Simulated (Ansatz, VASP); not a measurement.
## ZnSe: VASP beside Ansatz

```xyz
2
Lattice="0.0000 2.8324 2.8324 2.8324 0.0000 2.8324 2.8324 2.8324 0.0000" Properties=species:S:1:pos:R:3 pbc="T T T"
Zn    0.0000    0.0000    0.0000
Se    1.4162    1.4162    1.4162
```

Alike in both runs: task single point; functional r2SCAN; k mesh 6 × 6 × 6; no spin polarisation.

```csv
,VASP,Ansatz
version,VASP 6.6.1,Ansatz 0.2.0
potentials or method,"VASP PAW PBE potentials, release 64 (Zn, Se)",plane waves
plane-wave cutoff (eV),520,500
occupations,"methfessel-paxton of order 1, width 0.001 eV","cold, width 0.001 eV"
valence electrons in the cell,18,28
```

```tsv
	VASP	Ansatz	Ansatz less VASP
gap on the k mesh at the Fermi level (eV)	1.87	1.87	-0.004
pressure (GPa)	0.1	0.0	-0.10
```

VASP's potentials were made for PBE, not for r2SCAN. VASP's potentials hold 18 valence electrons a cell and Ansatz's 28, so a difference there can come from the potentials and not from the codes.
